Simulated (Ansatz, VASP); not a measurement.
Given: the input of a run of Ansatz 0.2.0 on FePt.

File input.yaml:

```yaml
crystal:
  lattice:
    - [2.7235, 0.0, 0.0]
    - [0.0, 2.7235, 0.0]
    - [0.0, 0.0, 3.72]
  atoms:
    - { symbol: Pt, position: [0.5, 0.5, 0.5] }
    - { symbol: Fe, position: [0.0, 0.0, 0.0], spin: 3.0 }
kpoints:
  mp_grid: { grid: [10, 10, 7] }
scf:
  occupations: { method: gaussian, width: 0.014 }
hamiltonian:
  xc: pbe
  pseudopotentials: { kind: all_electron, lapw: { basis_error: 0.001 } }
magnetization:
  spin_polarized: true
output:
  forces: true
  stress: true
  eigenvalues: true
```

Potentials or basis: all-electron LAPW, scalar-relativistic.

Launch:

```console
$ ansatz run input.yaml --threads 2 --pin off --max-ram 6144MiB --backend cpu --events-out ev --progress --plain --runs-dir out
```

Question: Set up the same calculation for VASP 6.6.1. Potentials there: VASP PAW PBE potentials, release 64 (Pt, Fe).

Answer: As run (the cutoff follows the program's own potentials):

File INCAR:

```
SYSTEM = FePt
PREC     = Accurate       ! precision mode
ENCUT    = 520            ! plane-wave cutoff, eV
EDIFF    = 1E-6           ! SCF threshold, eV
ISMEAR   = 0              ! smearing method
SIGMA    = 0.014          ! smearing width, eV
LREAL    = .False.        ! projectors in reciprocal space
LASPH    = .True.         ! aspherical terms in the spheres
NELM     = 150            ! most SCF steps
ALGO     = Normal         ! electronic algorithm
ISIF     = 2              ! what is computed and relaxed
LWAVE    = .False.        ! write WAVECAR
LCHARG   = .True.         ! write CHGCAR
ISPIN    = 2              ! spin polarisation
MAGMOM   = 0 3            ! initial moments
LORBIT   = 11             ! projections on sites
LMAXMIX  = 4              ! l up to which the mixer works
GGA      = PE             ! functional
LELF     = .True.         ! ELF
LVHAR    = .True.       
NBANDS   = 20             ! bands
```

File KPOINTS:

```
regular mesh
0
Gamma
  10 10 7
  0 0 0
```

File POSCAR:

```
FePt
1.0
    2.7235000000      0.0000000000      0.0000000000
    0.0000000000      2.7235000000      0.0000000000
    0.0000000000      0.0000000000      3.7200000000
Pt Fe
1 1
Direct
    0.5000000000      0.5000000000      0.5000000000
    0.0000000000      0.0000000000      0.0000000000
```

Potentials or basis: VASP PAW PBE potentials, release 64 (Pt, Fe).

Command:

```console
$ cat potpaw_PBE.64/Pt/POTCAR potpaw_PBE.64/Fe/POTCAR > POTCAR
$ mpirun -np 1 vasp_std > vasp.out
```

Both were run:

|  | VASP | Ansatz | Ansatz less VASP |
| --- | --- | --- | --- |
| gap on the k mesh at the Fermi level (eV) | none | none | - |
| pressure (GPa) | 2.8 | 3.4 | +0.59 |
| traceless stress, the component that is largest in VASP (GPa) | 0.40 | 0.32 | -0.087 |
| net moment per atom (μB) | 1.63 | 1.64 | +0.016 |
| size of the moment on the site where the two differ most (μB) | 2.91 | 2.97 | +0.063 |

Site moments also hang on the region over which each program counts them. A gap of «none» marks a metal or a gap that the smearing closes. Ansatz ran all-electron here, and VASP with PAW potentials.

Neither program's run includes spin-orbit coupling.
